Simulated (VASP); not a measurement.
# AlN (P6_3mc) in VASP: single point with r2SCAN

Aim: the single point of AlN with r2SCAN.

Program: VASP 6.6.1. These are calculated values, not measurements. Logs are shortened: lines on timing, memory, paths and dates and some standing lists are left out, and cuts for length are marked.

### 1 The cell of the first run

Symmetry: P6_3mc, No. 186, hexagonal system. The conventional cell has a = 3.242 Å, b = 3.242 Å, c = 4.840 Å, α = 90.00°, β = 90.00°, γ = 120.00°. Within 2.5 Å of Al (site symmetry 3m) lie 4 N at 1.91 to 1.94 Å. Within 2.5 Å of N (site symmetry 3m) lie 4 Al at 1.91 to 1.94 Å.

### 2 Single point, r2SCAN (epitaxial xy strain +4.4%)

POSCAR reads:

```
AlN
1.0
    3.2424562796      0.0000000000      0.0000000000
   -1.6212281398      2.8080495088      0.0000000000
    0.0000000000      0.0000000000      4.8401251923
Al N
2 2
Direct
    0.3333333333      0.6666666667     -0.0095925105
    0.6666666667      0.3333333333      0.4904074895
    0.3333333333      0.6666666667      0.3845925105
    0.6666666667      0.3333333333      0.8845925105
```

INCAR.step1 reads:

```
SYSTEM = AlN
PREC     = Accurate       ! precision mode
ENCUT    = 520            ! plane-wave cutoff, eV
ISMEAR   = 0              ! smearing method
SIGMA    = 0.01           ! smearing width, eV
LREAL    = .False.        ! projectors in reciprocal space
LASPH    = .True.         ! aspherical terms in the spheres
NELM     = 60             ! most SCF steps
NBANDS   = 16             ! bands
GGA      = PE             ! functional
ALGO     = Normal         ! electronic algorithm
EDIFF    = 1E-4           ! SCF threshold, eV
LWAVE    = .True.         ! write WAVECAR
LCHARG   = .False.        ! write CHGCAR
```

INCAR.step2 reads:

```
SYSTEM = AlN
PREC     = Accurate       ! precision mode
ENCUT    = 520            ! plane-wave cutoff, eV
EDIFF    = 1E-6           ! SCF threshold, eV
ISMEAR   = 0              ! smearing method
SIGMA    = 0.01           ! smearing width, eV
LREAL    = .False.        ! projectors in reciprocal space
LASPH    = .True.         ! aspherical terms in the spheres
NELM     = 60             ! most SCF steps
ALGO     = Normal         ! electronic algorithm
ISIF     = 2              ! what is computed and relaxed
LWAVE    = .False.        ! write WAVECAR
LCHARG   = .False.        ! write CHGCAR
METAGGA  = R2SCAN         ! meta-GGA
LMIXTAU  = .True.       
NBANDS   = 16             ! bands
ISTART   = 1
```

KPOINTS reads:

```
Automatic mesh
0
Gamma
  12 12 6
  0 0 0
```

Potentials or basis: VASP PAW PBE potentials, release 64 (Al, N).

Command:

```bash
cat potpaw_PBE.64/Al/POTCAR potpaw_PBE.64/N/POTCAR > POTCAR
cp INCAR.step1 INCAR
mpirun -np 1 vasp_std > vasp.out
cp INCAR.step2 INCAR
mpirun -np 1 vasp_std > vasp.out
```

OUTCAR:

```text
SYSTEM = AlN
   PREC = Accurate
   ENCUT = 520
   EDIFF = 1E-6
   ISMEAR = 0
   LREAL = .False.
   LASPH = .True.
   NELM = 60
   ISIF = 2
   METAGGA = R2SCAN
   ISTART = 1

 ion  position               nearest neighbor table
   1  0.333  0.667  0.990-   3 1.91   4 1.94   4 1.94   4 1.94   2 3.06   2 3.06   2 3.06   2 3.06
                             2 3.06   2 3.06
   2  0.667  0.333  0.490-   4 1.91   3 1.94   3 1.94   3 1.94   1 3.06   1 3.06   1 3.06   1 3.06
                             1 3.06   1 3.06
   3  0.333  0.667  0.385-   1 1.91   2 1.94   2 1.94   2 1.94
   4  0.667  0.333  0.885-   2 1.91   1 1.94   1 1.94   1 1.94

  LATTYP: Found a hexagonal cell.
 ALAT       =     3.2424562796
 C/A-ratio  =     1.4927341419

  Lattice vectors:

 A1 = (   3.2424562796,   0.0000000000,   0.0000000000)
 A2 = (  -1.6212281398,   2.8080495088,   0.0000000000)
 A3 = (   0.0000000000,   0.0000000000,   4.8401251923)

Analysis of symmetry for initial positions (statically):
=====================================================================
 Subroutine PRICEL returns:
 Original cell was already a primitive cell.

 Routine SETGRP: Setting up the symmetry group for a
 hexagonal supercell.

 Subroutine GETGRP returns: Found 12 space group operations
 (whereof  6 operations were pure point group operations)
 out of a pool of 24 trial point group operations.

The static configuration has the point symmetry C_3v.
 The point group associated with its full space group is C_6v.

Analysis of symmetry for dynamics (positions and initial velocities):
=====================================================================
 Subroutine PRICEL returns:
 Original cell was already a primitive cell.

 Routine SETGRP: Setting up the symmetry group for a
 hexagonal supercell.

 Subroutine GETGRP returns: Found 12 space group operations
 (whereof  6 operations were pure point group operations)
 out of a pool of 24 trial point group operations.

The dynamic configuration has the point symmetry C_3v.
 The point group associated with its full space group is C_6v.

 Subroutine INISYM returns: Found 12 space group operations
 (whereof  6 operations are pure point group operations),
 and found     1 'primitive' translations

----------------------------------------------------------------------------------------

                                     Primitive cell

  volume of cell :      44.0692

  direct lattice vectors                    reciprocal lattice vectors
     3.242456280  0.000000000  0.000000000     0.308408168  0.178059539  0.000000000
    -1.621228140  2.808049509  0.000000000     0.000000000  0.356119077  0.000000000
     0.000000000  0.000000000  4.840125192     0.000000000  0.000000000  0.206606226

  length of vectors
     3.242456280  3.242456280  4.840125192     0.356119077  0.356119077  0.206606226

  position of ions in fractional coordinates (direct lattice)
     0.333333333  0.666666667  0.990407490
     0.666666667  0.333333333  0.490407490
     0.333333333  0.666666667  0.384592510
     0.666666667  0.333333333  0.884592510

  ion indices of the primitive-cell ions
   primitive index   ion index
                 1           1
                 2           2
                 3           3
                 4           4

----------------------------------------------------------------------------------------

 KPOINTS: Automatic mesh

Automatic generation of k-mesh.
 Grid dimensions read from file:
 generate k-points for:   12   12    6

 Generating k-lattice:

  Cartesian coordinates                     Fractional coordinates (reciprocal lattice)
     0.025700681  0.014838295  0.000000000     0.083333333 -0.000000000  0.000000000
     0.000000000  0.029676590  0.000000000     0.000000000  0.083333333  0.000000000
     0.000000000  0.000000000  0.034434371     0.000000000  0.000000000  0.166666667

  Length of vectors
     0.029676590  0.029676590  0.034434371

  Shift w.r.t. Gamma in fractional coordinates (k-lattice)
     0.000000000  0.000000000  0.000000000

 Subroutine IBZKPT returns following result:
 ===========================================

 Found     76 irreducible k-points:

 Following reciprocal coordinates:
            Coordinates               Weight
  0.000000  0.000000  0.000000      1.000000
  0.083333  0.000000  0.000000      6.000000
  0.166667 -0.000000  0.000000      6.000000
  0.250000 -0.000000  0.000000      6.000000
  0.333333 -0.000000  0.000000      6.000000
  0.416667 -0.000000  0.000000      6.000000
[... 16 lines left out ...]
  0.250000 -0.000000  0.166667     12.000000
  0.333333 -0.000000  0.166667     12.000000
 [... further k-points ...]
   k-points           NKPTS =     76   k-points in BZ     NKDIM =     76   number of bands    NBANDS=     16
   number of dos      NEDOS =    301   number of ions     NIONS =      4
   total plane-waves  NPLWV =  20736
   dimension x,y,z NGX =    24 NGY =   24 NGZ =   36
   dimension x,y,z NGXF=    48 NGYF=   48 NGZF=   72
   ions per type =               2   2
   NGX,Y,Z   is equivalent  to a cutoff of  12.31, 12.31, 12.37 a.u.
   NGXF,Y,Z  is equivalent  to a cutoff of  24.61, 24.61, 24.73 a.u.
 SYSTEM =  AlN
   PREC   = accura    normal or accurate (medium, high low for compatibility)
   ISTART =      1    job   : 0-new  1-cont  2-samecut
   ICHARG =      0    charge: 1-file 2-atom 10-const
   ISPIN  =      1    spin polarized calculation?
   LNONCOLLINEAR =      F non collinear calculations
   LSORBIT =      F    spin-orbit coupling
   LASPH  =      T    aspherical Exc in radial PAW
   ENCUT  =  520.0 eV  38.22 Ry    6.18 a.u.   6.03  6.03  9.00*2*pi/ulx,y,z
   NELM   =     60;   NELMIN=  2; NELMDL=  0     # of ELM steps
   EDIFF  = 0.1E-05   stopping-criterion for ELM
   LREAL  =      F    real-space projection
   EDIFFG = 0.1E-04   stopping-criterion for IOM
   NSW    =      0    number of steps for IOM
   IBRION =     -1    ionic relax: 0-MD 1-quasi-New 2-CG
   NFREE  =      0    steps in history (QN), initial steepest desc. (CG)
   ISIF   =      2    stress and relaxation
   ISYM   =      2    0-nonsym 1-usesym 2-fastsym
   POTIM  = 0.5000    time-step for ionic-motion
   TEBEG  =    0.0;   TEEND  =   0.0 temperature during run
   PSTRESS=    0.0 pullay stress
   NELECT =      16.0000    total number of electrons
   NUPDOWN=      -1.0000    fix difference up-down
   EMIN   =  10.00;   EMAX   =-10.00  energy-range for DOS
   EFERMI =   0.00;   METHOD = LEGACY
   ISMEAR =     0;   SIGMA  =   0.01  broadening in eV -4-tet -1-fermi 0-gaus
   EFERMI_NEDOS =   21; number of points for ismear=-14 and -15
   IALGO  =     38    algorithm
   IMIX   =      4    mixing-type and parameters
     AMIX     =   0.40;   BMIX     =  1.00
     AMIX_MAG =   1.60;   BMIX_MAG =  1.00
  volume/ion in A,a.u.               =      11.02        74.35
  Fermi-wavevector in a.u.,A,eV,Ry     =   1.167893  2.206997 18.557989  1.363974
  Thomas-Fermi vector in A             =   2.304387
   LORBIT       =      0    0 simple, 1 ext, 2 COOP (PROOUT), +10 PAW based schemes
   METAGGA = R2SCAN    functional components
   LHFCALC =     F    Hartree Fock is set to
   AEXX    =    0.0000 exact exchange contribution
   IVDW    =     0    specifies the selected vdW correction
   LEPSILON=     F    determine dielectric tensor
   LRPA    =     F    only Hartree local field effects (RPA)
 non-spin polarized calculation
 Gauss-broadening in eV      SIGMA  =   0.01
  energy-cutoff  :      520.00
  volume of cell :       44.07
 maximum number of plane-waves:      1206
   NGX = 13   NGY = 13   NGZ = 17

 number of electron      16.0000003 magnetization

 Free energy of the ion-electron system (eV)
  ---------------------------------------------------
  ext. energy  EPLUGINS =         0.00000000
  ---------------------------------------------------
  free energy    TOTEN  =       -38.23461853 eV

  energy without entropy =      -38.23461853  energy(sigma->0) =      -38.23461853

 E-fermi :   5.8167     XC(G=0): -11.1640

 val. band max:        5.7744467829   @ k =   0.0000   0.0000   0.0000
 cond. band min:       9.7825124347   @ k =   0.0000   0.0000   0.0000
 fundamental gap:      4.0080656517
 Fermi energy:         5.8166972253

 k-point     1 :       0.0000    0.0000    0.0000
  band No.  band energies     occupation
      1     -10.2545      2.00000
      2      -8.0096      2.00000
      3      -0.1821      2.00000
      4       4.2054      2.00000
      5       4.2054      2.00000
      6       5.0737      2.00000
[... 8 lines left out ...]
     15      18.5598      0.00000
     16      19.9332      0.00000

 k-point     2 :       0.0833    0.0000    0.0000
  band No.  band energies     occupation
      1     -10.1760      2.00000
      2      -7.9756      2.00000
      3      -0.0862      2.00000
      4       3.8391      2.00000
      5       4.0936      2.00000
      6       4.6923      2.00000
[... 8 lines left out ...]
     15      18.6949      0.00000
     16      19.0532      0.00000

 k-point     3 :       0.1667   -0.0000    0.0000
  band No.  band energies     occupation
      1      -9.9479      2.00000
      2      -7.8862      2.00000
      3       0.1966      2.00000
      4       2.9419      2.00000
      5       3.8287      2.00000
      6       3.8853      2.00000
[... 8 lines left out ...]
     15      18.3826      0.00000
     16      18.4247      0.00000

 k-point     4 :       0.2500   -0.0000    0.0000
  band No.  band energies     occupation
      1      -9.5947      2.00000
      2      -7.7800      2.00000
      3       0.6483      2.00000
      4       1.8927      2.00000
      5       3.0156      2.00000
      6       3.5242      2.00000
[... 8 lines left out ...]
     15      18.2738      0.00000
     16      18.5271      0.00000

 k-point     5 :       0.3333   -0.0000    0.0000
  band No.  band energies     occupation
      1      -9.1646      2.00000
      2      -7.7170      2.00000
      3       0.9730      2.00000
      4       1.2309      2.00000
      5       2.2572      2.00000
      6       3.2600      2.00000
[... 8 lines left out ...]
     15      18.3345      0.00000
     16      19.7324      0.00000

 k-point     6 :       0.4167   -0.0000    0.0000
  band No.  band energies     occupation
      1      -8.7488      2.00000
      2      -7.7482      2.00000
      3       0.3585      2.00000
      4       1.7212      2.00000
      5       1.8593      2.00000
      6       3.0846      2.00000
[... 8 lines left out ...]
     15      18.4735      0.00000
     16      20.7514      0.00000
[... 267 lines left out ...]
 k-point    21 :       0.0833    0.0000    0.1667
  band No.  band energies     occupation
      1     -10.0639      2.00000
      2      -8.1801      2.00000
      3       0.2583      2.00000
      4       3.9126      2.00000
      5       4.1534      2.00000
      6       4.4585      2.00000
[... 8 lines left out ...]
     15      18.2661      0.00000
     16      18.6695      0.00000

 k-point    22 :       0.1667   -0.0000    0.1667
  band No.  band energies     occupation
      1      -9.8403      2.00000
      2      -8.0712      2.00000
      3       0.4633      2.00000
      4       3.0588      2.00000
      5       3.6437      2.00000
      6       3.8995      2.00000
[... 8 lines left out ...]
     15      18.3134      0.00000
     16      18.4791      0.00000

 k-point    23 :       0.2500   -0.0000    0.1667
  band No.  band energies     occupation
      1      -9.4952      2.00000
      2      -7.9324      2.00000
      3       0.6903      2.00000
      4       2.1468      2.00000
      5       2.8195      2.00000
      6       3.6047      2.00000
[... 8 lines left out ...]
     15      18.3689      0.00000
     16      18.7397      0.00000

 k-point    24 :       0.3333   -0.0000    0.1667
  band No.  band energies     occupation
      1      -9.0784      2.00000
      2      -7.8256      2.00000
      3       0.5574      2.00000
      4       1.6355      2.00000
      5       2.2856      2.00000
      6       3.3474      2.00000
[... 8 lines left out ...]
     15      18.4996      0.00000
     16      19.7169      0.00000

 [... further k-points ...]
[... 5 lines left out ...]
  --------------------------------------------------------------------------------------
  -------------------------------------------------------------------------------------
  Total       -4.9868061     -4.9868061     -0.0721324      0.0000000      0.0000000     -0.0000000
  in kB     -181.2999078   -181.2999078     -2.6224390      0.0000000      0.0000000     -0.0000000
  external PRESSURE =    -121.7407516 kB  Pullay stress =       0.0000000 kB

 VOLUME and BASIS-vectors are now :
 -----------------------------------------------------------------------------
  energy-cutoff  :      520.00
  volume of cell :       44.07
      direct lattice vectors                 reciprocal lattice vectors
     3.242456280  0.000000000  0.000000000     0.308408168  0.178059539  0.000000000
    -1.621228140  2.808049509  0.000000000     0.000000000  0.356119077  0.000000000
     0.000000000  0.000000000  4.840125192     0.000000000  0.000000000  0.206606226

 POSITION                                       TOTAL-FORCE (eV/Angst)
 -----------------------------------------------------------------------------------
     -0.00000      1.87203      4.79370         0.000000     -0.000000      0.000213
      1.62123      0.93602      2.37363        -0.000000      0.000000      0.000213
     -0.00000      1.87203      1.86148         0.000000     -0.000000     -0.000213
      1.62123      0.93602      4.28154        -0.000000      0.000000     -0.000213
 -----------------------------------------------------------------------------------
    total drift:                               -0.000000      0.000000      0.027040

  FREE ENERGIE OF THE ION-ELECTRON SYSTEM (eV)
  ---------------------------------------------------
  free  energy   TOTEN  =       -38.2346185282 eV

  energy  without entropy=      -38.2346185282  energy(sigma->0) =      -38.23461853
```

Run time: 97 s. Hardware: 1 thread of AMD EPYC 9R45 (Zen 5), shared host; peak memory 0.15 GiB.

What came out:

```yaml
Free_energy: -38.2346 eV
Pressure: -12.2 GPa
Band_gap_on_the_k_mesh: 4.01 eV, direct
```

Levels at points of the mesh, in eV from the valence-band top:
```tsv
k point	band 5	band 6	band 7	band 8	band 9	band 10	band 11	band 12
(0.00, 0.00, 0.00)	-1.57	-0.70	-0.70	0.00	4.01	6.04	10.58	10.58
(0.50, 0.00, 0.00)	-3.58	-2.75	-1.96	-1.04	5.63	6.46	8.13	10.43
(0.00, 0.00, 0.50)	-1.15	-1.15	-1.15	-1.15	6.17	6.17	10.75	10.75
(0.50, 0.00, 0.50)	-2.00	-2.00	-1.44	-1.44	5.61	5.61	9.49	9.49
```

Caveat: the cell differs from its parent crystal (epitaxial xy strain +4.4%); the PAW data sets were made with another functional, which shifts forces and pressure a little. A k mesh can miss the band edges.
